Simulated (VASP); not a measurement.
Wanted: the native input for a VASP 6.6.1 run.

```
Task                   : relaxation of cell and atoms
Functional             : PBEsol
Potentials or basis    : VASP PAW PBE potentials, release 64 (Sb)
Cutoff                 : 600 eV
k mesh                 : 7 × 7 × 7
Occupations            : fermi-dirac, width 0.05 eV
Spin                   : no spin polarisation
Target pressure        : 10 GPa
Dipole correction      : no
Further INCAR settings : ALGO = Normal; EDIFF = 1e-07; IBRION = 2; EDIFFG = -0.01; NSW = 80; ISIF = 3
```

The structure of Sb lies in POSCAR:

```
Sb
1.0
   -4.0300106443      4.0300106443      2.0254867038
    4.0300106443     -4.0300106443      2.0254867038
    4.0300106443      4.0300106443     -2.0254867038
Sb
4
Direct
    0.6512630600      0.1512630600      0.8025261200
    0.1512630600      0.3487369400      0.5000000000
    0.3487369400      0.8487369400      0.1974738800
    0.8487369400      0.6512630600      0.5000000000
```

One way to write it, as run:

INCAR

```
PREC = Accurate
ENCUT = 600
EDIFF = 1E-7
ISMEAR = -1
SIGMA = 0.05
LREAL = False
LASPH = True
NELM = 60
ALGO = Normal
ISIF = 3
LWAVE = False
LCHARG = False
GGA = PS
IBRION = 2
NSW = 80
EDIFFG = -0.01
PSTRESS = 100.0
```

KPOINTS

```
Automatic mesh
0
Gamma
  7 7 7
```

Potentials or basis: VASP PAW PBE potentials, release 64 (Sb).

The run is started by

```sh
$ cat potpaw_PBE.64/Sb/POTCAR > POTCAR
$ mpirun -np 1 vasp_std > vasp.out
```

It gave:

| Property | Result |
| --- | --- |
| Relaxed volume | 25.41 Å³/atom |
| Relaxed cell | a = 5.092 Å, b = 5.092 Å, c = 5.092 Å, α = 109.47°, β = 109.47°, γ = 109.47° |
| Space group after relaxing (to 0.1 Å) | Pm-3m (No. 221) |
| Energy change on relaxing (the run minimises the enthalpy) | -148.8 meV/atom |
| Ionic steps | 72 |
| Pressure after relaxing | 10.0 GPa |
| Largest force after relaxing | 0.008 eV/Å |
| Band gap on the k mesh | zero (bands 10 and 11 overlap by 1.99 eV) |

Caveat: the cell is relaxed towards a set pressure, so the run minimises the enthalpy, not the energy; the volume moved by over 15 % at a fixed basis, so the end points are rough; the PAW data sets were made with another functional, which shifts forces and pressure a little; spin-orbit coupling is left out, which moves the levels of the heavy elements.

Run time: 33 min on 1 thread of Intel(R) Xeon(R) 6975P-C (Granite Rapids) (shared host), peak memory 0.39 GiB.
